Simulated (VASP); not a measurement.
# ZrAu3 in VASP: relaxation of cell and atoms with PBEsol

Aim: the relaxation of cell and atoms of ZrAu3 with PBEsol.

All numbers are computed with VASP 6.6.1; they aren't measurements. Logs are shortened: lines on timing, memory, paths and dates and some standing lists are left out, and cuts for length are marked.

## Step 1: The cell of the first run

The cell holds an amorphous packing of atoms, 8 atoms: a = 5.164 Å, b = 5.436 Å, c = 5.125 Å, α = 82.28°, β = 94.08°, γ = 89.81°.

## Step 2: Relaxation of cell and atoms, PBEsol

File INCAR:

```
SYSTEM = ZrAu3
PREC = Accurate
ENCUT = 600
EDIFF = 1E-6
ISMEAR = 0
SIGMA = 0.1
LREAL = .False.
LASPH = .True.
NELM = 100
ALGO = Normal
ISIF = 3
LWAVE = .False.
LCHARG = .False.
GGA = PS
IBRION = 2
NSW = 90
EDIFFG = -0.04
ISYM = 0
```

File KPOINTS:

```
Automatic mesh
0
Gamma
  3 3 3
  0 0 0
```

File POSCAR:

```
ZrAu3
1.0
    5.1607020000      0.0149220000     -0.1837070000
    0.0149220000      5.4245300000      0.3554350000
   -0.1837070000      0.3554350000      5.1090940000
Zr Au
2 6
Direct
    0.3119567540      0.3276082888      0.5673714825
    0.3054118443      0.8329824523      0.5114645136
    0.5729967610      0.0222023030      0.0434812081
    0.8157778117      0.0679415545      0.6028668775
    0.8598923565      0.6065991057      0.2239726831
    0.8201587307      0.5690232163      0.7297990436
    0.3729419572      0.5706864808      0.0433327797
    0.0420322299      0.1880510568      0.0629392726
```

Potentials or basis: VASP PAW PBE potentials, release 64 (Zr_sv, Au).

On the command line:

```sh
$ cat potpaw_PBE.64/Zr_sv/POTCAR potpaw_PBE.64/Au/POTCAR > POTCAR
$ mpirun -np 1 vasp_std > vasp.out
```

OUTCAR:

```text
SYSTEM = ZrAu3
   PREC = Accurate
   ENCUT = 600
   EDIFF = 1E-6
   ISMEAR = 0
   LREAL = .False.
   LASPH = .True.
   NELM = 100
   ISIF = 3
   GGA = PS
   IBRION = 2
   NSW = 90
   EDIFFG = -0.04
   ISYM = 0

 ion  position               nearest neighbor table
   1  0.312  0.328  0.567-   2 2.72   2 2.74   7 2.87   7 2.92   4 2.93   4 2.94   3 2.99   8 2.99
                             8 3.04   6 3.05   6 3.07   5 3.09   5 3.66   3 3.67
   2  0.305  0.833  0.511-   1 2.72   1 2.74   7 2.90   3 2.92   4 2.92   4 2.97   7 2.99   5 3.00
                             8 3.03   6 3.08   6 3.10   3 3.26   5 3.60
   3  0.573  0.022  0.043-   8 2.59   4 2.64   7 2.67   5 2.72   8 2.90   2 2.92   1 2.99   4 3.09
                             7 3.15   2 3.26   6 3.41   6 3.48   1 3.67
   4  0.816  0.068  0.603-   3 2.64   6 2.70   8 2.72   6 2.88   2 2.92   1 2.93   1 2.94   2 2.97
                             8 3.07   3 3.09   5 3.31   5 3.39
   5  0.860  0.607  0.224-   6 2.56   6 2.60   7 2.63   8 2.71   3 2.72   7 2.88   2 3.00   1 3.09
                             4 3.31   8 3.31   4 3.39   2 3.60   1 3.66
   6  0.820  0.569  0.730-   5 2.56   5 2.60   8 2.70   4 2.70   4 2.88   7 2.91   1 3.05   1 3.07
                             2 3.08   2 3.10   7 3.18   3 3.41   3 3.48
   7  0.373  0.571  0.043-   5 2.63   3 2.67   8 2.69   1 2.87   5 2.88   2 2.90   6 2.91   1 2.92
                             2 2.99   3 3.15   6 3.18
   8  0.042  0.188  0.063-   3 2.59   7 2.69   6 2.70   5 2.71   4 2.72   3 2.90   1 2.99   2 3.03
                             1 3.04   4 3.07   5 3.31

IMPORTANT INFORMATION: All symmetrisations will be switched off!
NOSYMM: (Re-)initialisation of all symmetry stuff for point group C_1.

----------------------------------------------------------------------------------------

                                     Primitive cell

  volume of cell :     142.1878

  direct lattice vectors                    reciprocal lattice vectors
     5.160702000  0.014922000 -0.183707000     0.194025777 -0.000995400  0.007045808
     0.014922000  5.424530000  0.355435000    -0.000995400  0.185197058 -0.012919782
    -0.183707000  0.355435000  5.109094000     0.007045808 -0.012919782  0.196881581

  length of vectors
     5.163992260  5.436182707  5.124736462     0.194156217  0.185649836  0.197430801

  position of ions in fractional coordinates (direct lattice)
     0.311956754  0.327608289  0.567371483
     0.305411844  0.832982452  0.511464514
     0.572996761  0.022202303  0.043481208
     0.815777812  0.067941555  0.602866877
     0.859892356  0.606599106  0.223972683
     0.820158731  0.569023216  0.729799044
     0.372941957  0.570686481  0.043332780
     0.042032230  0.188051057  0.062939273

  ion indices of the primitive-cell ions
   primitive index   ion index
                 1           1
                 2           2
                 3           3
                 4           4
                 5           5
                 6           6
                 7           7
                 8           8

----------------------------------------------------------------------------------------

 KPOINTS: Automatic mesh

Automatic generation of k-mesh.
 Grid dimensions read from file:
 generate k-points for:    3    3    3

 Generating k-lattice:

  Cartesian coordinates                     Fractional coordinates (reciprocal lattice)
     0.064675259 -0.000331800  0.002348603     0.333333333 -0.000000000  0.000000000
    -0.000331800  0.061732353 -0.004306594    -0.000000000  0.333333333 -0.000000000
     0.002348603 -0.004306594  0.065627194    -0.000000000 -0.000000000  0.333333333

  Length of vectors
     0.064718739  0.061883279  0.065810267

  Shift w.r.t. Gamma in fractional coordinates (k-lattice)
     0.000000000  0.000000000  0.000000000

 Subroutine IBZKPT returns following result:
 ===========================================

 Found     14 irreducible k-points:

 Following reciprocal coordinates:
            Coordinates               Weight
  0.000000  0.000000  0.000000      1.000000
  0.333333 -0.000000  0.000000      2.000000
  0.000000  0.333333  0.000000      2.000000
  0.333333  0.333333  0.000000      2.000000
 -0.333333  0.333333 -0.000000      2.000000
 -0.000000  0.000000  0.333333      2.000000
  0.333333 -0.000000  0.333333      2.000000
 -0.333333 -0.000000  0.333333      2.000000
 -0.000000  0.333333  0.333333      2.000000
  0.333333  0.333333  0.333333      2.000000
 -0.333333  0.333333  0.333333      2.000000
 -0.000000 -0.333333  0.333333      2.000000
  0.333333 -0.333333  0.333333      2.000000
 -0.333333 -0.333333  0.333333      2.000000
   k-points           NKPTS =     14   k-points in BZ     NKDIM =     14   number of bands    NBANDS=     54
   number of dos      NEDOS =    301   number of ions     NIONS =      8
   total plane-waves  NPLWV =  84672
   dimension x,y,z NGX =    42 NGY =   48 NGZ =   42
   dimension x,y,z NGXF=    84 NGYF=   96 NGZF=   84
   ions per type =               2   6
   NGX,Y,Z   is equivalent  to a cutoff of  13.52, 14.68, 13.62 a.u.
   NGXF,Y,Z  is equivalent  to a cutoff of  27.04, 29.36, 27.25 a.u.
 SYSTEM =  ZrAu3
   PREC   = accura    normal or accurate (medium, high low for compatibility)
   ISTART =      0    job   : 0-new  1-cont  2-samecut
   ICHARG =      2    charge: 1-file 2-atom 10-const
   ISPIN  =      1    spin polarized calculation?
   LNONCOLLINEAR =      F non collinear calculations
   LSORBIT =      F    spin-orbit coupling
   LASPH  =      T    aspherical Exc in radial PAW
   ENCUT  =  600.0 eV  44.10 Ry    6.64 a.u.  10.31 10.86 10.24*2*pi/ulx,y,z
   NELM   =    100;   NELMIN=  2; NELMDL= -5     # of ELM steps
   EDIFF  = 0.1E-05   stopping-criterion for ELM
   LREAL  =      F    real-space projection
   EDIFFG = -.4E-01   stopping-criterion for IOM
   NSW    =     90    number of steps for IOM
   IBRION =      2    ionic relax: 0-MD 1-quasi-New 2-CG
   NFREE  =      1    steps in history (QN), initial steepest desc. (CG)
   ISIF   =      3    stress and relaxation
   ISYM   =      0    0-nonsym 1-usesym 2-fastsym
   POTIM  = 0.5000    time-step for ionic-motion
   TEBEG  =    0.0;   TEEND  =   0.0 temperature during run
   PSTRESS=    0.0 pullay stress
   NELECT =      90.0000    total number of electrons
   NUPDOWN=      -1.0000    fix difference up-down
   EMIN   =  10.00;   EMAX   =-10.00  energy-range for DOS
   EFERMI =   0.00;   METHOD = LEGACY
   ISMEAR =     0;   SIGMA  =   0.10  broadening in eV -4-tet -1-fermi 0-gaus
   EFERMI_NEDOS =   21; number of points for ismear=-14 and -15
   IALGO  =     38    algorithm
   IMIX   =      4    mixing-type and parameters
     AMIX     =   0.40;   BMIX     =  1.00
     AMIX_MAG =   1.60;   BMIX_MAG =  1.00
  volume/ion in A,a.u.               =      17.77       119.94
  Fermi-wavevector in a.u.,A,eV,Ry     =   1.405621  2.656238 26.881986  1.975770
  Thomas-Fermi vector in A             =   2.528064
   LORBIT       =      0    0 simple, 1 ext, 2 COOP (PROOUT), +10 PAW based schemes
   GGA     = PS    functional components
   LHFCALC =     F    Hartree Fock is set to
   AEXX    =    0.0000 exact exchange contribution
   IVDW    =     0    specifies the selected vdW correction
   LEPSILON=     F    determine dielectric tensor
   LRPA    =     F    only Hartree local field effects (RPA)
 conjugate gradient relaxation of ions
 non-spin polarized calculation
 Gauss-broadening in eV      SIGMA  =   0.10
  energy-cutoff  :      600.00
  volume of cell :      142.19
 maximum number of plane-waves:      4759
 NGX is ok and might be reduce to    42
   NGX = 21   NGY = 21   NGZ = 21

--------------------------------------- Ionic step        1  -------------------------------------------

 number of electron      90.0000002 magnetization

 Free energy of the ion-electron system (eV)
  ---------------------------------------------------
  ext. energy  EPLUGINS =         0.00000000
  ---------------------------------------------------
  free energy    TOTEN  =       -42.72601885 eV

  energy without entropy =      -42.69937813  energy(sigma->0) =      -42.71269849

 E-fermi :  10.0190     XC(G=0): -12.5698

 val. band max:       10.0036966220   @ k =  -0.3333   0.3333  -0.0000
 cond. band min:      10.0351221316   @ k =  -0.0000  -0.3333   0.3333
 fundamental gap:      0.0314255096
 Fermi energy:        10.0189636208

 k-point     1 :       0.0000    0.0000    0.0000
  band No.  band energies     occupation
      1     -39.0060      2.00000
      2     -38.7346      2.00000
      3     -17.8702      2.00000
      4     -17.1555      2.00000
      5     -17.1286      2.00000
      6     -16.9199      2.00000
[... 906 lines left out ...]
  FREE ENERGIE OF THE ION-ELECTRON SYSTEM (eV)
  ---------------------------------------------------
  free  energy   TOTEN  =       -43.2810506295 eV

  energy  without entropy=      -43.2539689910  energy(sigma->0) =      -43.26750981

[... ionic steps 4 to 35 ...]

--------------------------------------- Ionic step       36  -------------------------------------------

 number of electron      89.9999998 magnetization

------------------------ aborting loop because EDIFF is reached ----------------------------------------

  FORCE on cell =-STRESS in cart. coord.  units (eV):
  Direction    XX          YY          ZZ          XY          YZ          ZX
  --------------------------------------------------------------------------------------
  -------------------------------------------------------------------------------------
  Total        0.1229867      0.2349170      0.2330565      0.0378308      0.0592983      0.0550180
  in kB        1.2925414      2.4688849      2.4493319      0.3975869      0.6232012      0.5782173
  external PRESSURE =       2.0702527 kB  Pullay stress =       0.0000000 kB
[... 69 lines left out ...]
  energy  without entropy=      -43.9675923452  energy(sigma->0) =      -43.98088018

--------------------------------------- Ionic step       38  -------------------------------------------

 number of electron      89.9999998 magnetization

 Free energy of the ion-electron system (eV)
  ---------------------------------------------------
  ext. energy  EPLUGINS =         0.00000000
  ---------------------------------------------------
  free energy    TOTEN  =       -43.99476815 eV

  energy without entropy =      -43.96816700  energy(sigma->0) =      -43.98146757

 E-fermi :   9.0069     XC(G=0): -12.1509

 val. band max:        8.8035675262   @ k =   0.0000   0.0000   0.0000
 cond. band min:       9.0400572499   @ k =  -0.0000   0.3333   0.3333
 fundamental gap:      0.2364897237
 Fermi energy:         9.0068759318

 k-point     1 :       0.0000    0.0000    0.0000
  band No.  band energies     occupation
      1     -40.3375      2.00000
      2     -40.2830      2.00000
      3     -18.5855      2.00000
      4     -18.4435      2.00000
      5     -18.4411      2.00000
      6     -18.3987      2.00000
[... 822 lines left out ...]
  FREE ENERGIE OF THE ION-ELECTRON SYSTEM (eV)
  ---------------------------------------------------
  free  energy   TOTEN  =       -43.9947681461 eV

  energy  without entropy=      -43.9681670004  energy(sigma->0) =      -43.98146757

 reached required accuracy - stopping structural energy minimisation
```

Wall time 39 min (1 thread of Intel Xeon Platinum 8488C (Sapphire Rapids), shared host); peak memory 0.35 GiB.

What came out:

| Quantity | Value |
| --- | --- |
| Free energy | -43.9948 eV |
| Relaxed volume | 19.08 Å³/atom |
| Relaxed cell | a = 4.986 Å, b = 6.246 Å, c = 4.968 Å, α = 85.92°, β = 97.06°, γ = 85.91° |
| Space group after relaxing (to 0.05 Å) | Cc (No. 9) |
| Energy gained by relaxing | 158.6 meV/atom |
| Ionic steps | 38 |
| Pressure after relaxing | 0.0 GPa |
| Largest force after relaxing | 0.035 eV/Å |
| Band gap on the k mesh | zero (band 45 reaches 9.12 eV, above the bottom of band 46 at 8.77 eV) |

Forces in eV/Å, atoms in the order of the input:
```
Zr   0.026  0.015 -0.006
Zr  -0.006 -0.011 -0.001
Au   0.005 -0.023 -0.017
Au   0.003  0.035  0.007
Au  -0.008 -0.022  0.009
Au  -0.003 -0.012 -0.007
Au  -0.024  0.004  0.008
Au   0.007  0.013  0.008
```

Step by step:
```tsv
step	energy change (eV)	largest force (eV/Å)	pressure (GPa)	volume (Å³)
1	0.0000	2.2441	9.45	142.19
2	-0.1420	0.8481	-11.40	164.73
3	-0.5550	0.8535	-3.79	153.24
4	-0.8729	0.7452	0.36	149.31
5	-0.8881	0.8545	1.89	148.25
6	-0.9827	0.6763	-0.08	150.91
7	-0.9827	0.6780	-0.08	150.92
8	-1.0189	0.3962	-0.50	151.31
9	-1.0203	0.4564	-0.58	151.40
10	-1.0508	0.3834	0.50	150.17
11	-1.0638	0.2948	1.89	148.72
12	-1.0800	0.2544	1.26	149.31
13	-1.0976	0.2661	-0.48	151.05
14	-1.1139	0.2345	-0.47	151.17
15	-1.1505	0.2478	-0.38	151.52
16	-1.1628	0.4764	0.15	152.17
17	-1.1689	0.3778	-0.12	151.92
18	-1.1958	0.2897	0.20	151.76
19	-1.2132	0.3574	0.86	151.49
20	-1.2262	0.2839	-1.23	153.84
21	-1.2271	0.2940	-0.83	153.35
22	-1.2397	0.1424	0.08	152.56
23	-1.2398	0.1452	0.17	152.48
24	-1.2469	0.1378	0.01	152.68
25	-1.2515	0.1358	-0.24	153.03
26	-1.2571	0.1050	0.43	152.30
27	-1.2575	0.1001	0.69	152.04
28	-1.2607	0.0889	0.28	152.42
29	-1.2617	0.1056	-0.09	152.78
30	-1.2627	0.0823	-0.07	152.75
31	-1.2647	0.0735	0.00	152.67
32	-1.2632	0.1716	0.19	152.52
33	-1.2650	0.0889	0.06	152.63
34	-1.2663	0.0673	-0.01	152.69
35	-1.2675	0.0526	-0.19	152.85
36	-1.2681	0.0422	0.21	152.45
37	-1.2681	0.0426	0.19	152.48
38	-1.2687	0.0353	0.01	152.67
```

Final structure:
```xyz
8
Lattice="4.9720 0.2042 -0.3160 0.2013 6.2409 0.1649 -0.3070 0.2328 4.9530" Properties=species:S:1:pos:R:3 pbc="T T T"
Zr    1.3336    2.2834    2.7830
Zr    1.8010    5.4039    2.5130
Au    2.5179    0.4159    4.7394
Au    3.9571    0.8098    2.4195
Au    4.3827    4.4016    1.2563
Au    3.7469    3.5108    3.6891
Au    1.7416    3.7192    0.1728
Au    0.3893    1.0515    0.4044
```

Caveat: the k points lie up to 0.43 Å⁻¹ apart in the final cell; the PAW data sets were made with another functional, which shifts forces and pressure a little; spin-orbit coupling is left out, which moves the levels of the heavy elements.
